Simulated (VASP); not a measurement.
Write the native input for VASP 6.6.1 that does the following.

| Property | Result |
| --- | --- |
| Task | single point |
| Functional | PBE |
| Potentials or basis | VASP PAW PBE potentials, release 64 (Cd, Se, S) |
| Cutoff | 520 eV |
| k mesh | 2 × 3 × 3 |
| Occupations | gaussian, width 0.1 eV |
| Spin | no spin polarisation |
| Dipole correction | no |
| Further INCAR settings | LREAL = Auto; ALGO = Normal; EDIFF = 1e-06; NBANDS = 86 |

The structure of Cd4SeS3 lies in POSCAR:

```
Cd4SeS3
1.0
    0.0000000000      0.0000000000      6.9105135536
    8.4834454030      0.0000000000      0.0000000000
   -4.2417227015      7.3468792306      0.0000000000
Cd Se S
8 2 6
Direct
    0.3712432801      0.1625035795      0.8374964205
    0.3712432801      0.1625035795      0.3250071590
    0.3712432801      0.6749928410      0.8374964205
    0.8885997945      0.3333333333      0.6666666667
    0.8712432801      0.8374964205      0.1625035795
    0.8712432801      0.3250071590      0.1625035795
    0.3885997945      0.6666666667      0.3333333333
    0.8712432801      0.8374964205      0.6749928410
    0.5006575396      0.3333333333      0.6666666667
    0.0006575396      0.6666666667      0.3333333333
    0.9990042751      0.1657064592      0.8342935408
    0.9990042751      0.1657064592      0.3314129184
    0.9990042751      0.6685870816      0.8342935408
    0.4990042751      0.8342935408      0.1657064592
    0.4990042751      0.3314129184      0.1657064592
    0.4990042751      0.8342935408      0.6685870816
```

One way to write it, as run:

INCAR

```
PREC = Accurate
ENCUT = 520
EDIFF = 1E-6
ISMEAR = 0
SIGMA = 0.1
LREAL = Auto
LASPH = True
NELM = 60
ALGO = Normal
ISIF = 2
LWAVE = False
LCHARG = True
GGA = PE
LELF = True
LVHAR = True
NBANDS = 86
```

KPOINTS

```
regular mesh
0
Gamma
  2 3 3
```

Potentials or basis: VASP PAW PBE potentials, release 64 (Cd, Se, S).

Command:

```sh
$ cat potpaw_PBE.64/Cd/POTCAR potpaw_PBE.64/Se/POTCAR potpaw_PBE.64/S/POTCAR > POTCAR
$ mpirun -np 1 vasp_std > vasp.out
```

It gave:

| Quantity | Value |
| --- | --- |
| Pressure | 0.3 GPa |
| Largest force | 0.005 eV/Å |
| Band gap on the k mesh | 0.95 eV, direct |

Caveat: the k points lie up to 0.45 Å⁻¹ apart.

It took 3.7 min on 1 thread of Intel(R) Xeon(R) 6975P-C (Granite Rapids) (shared host), peak memory 0.55 GiB.
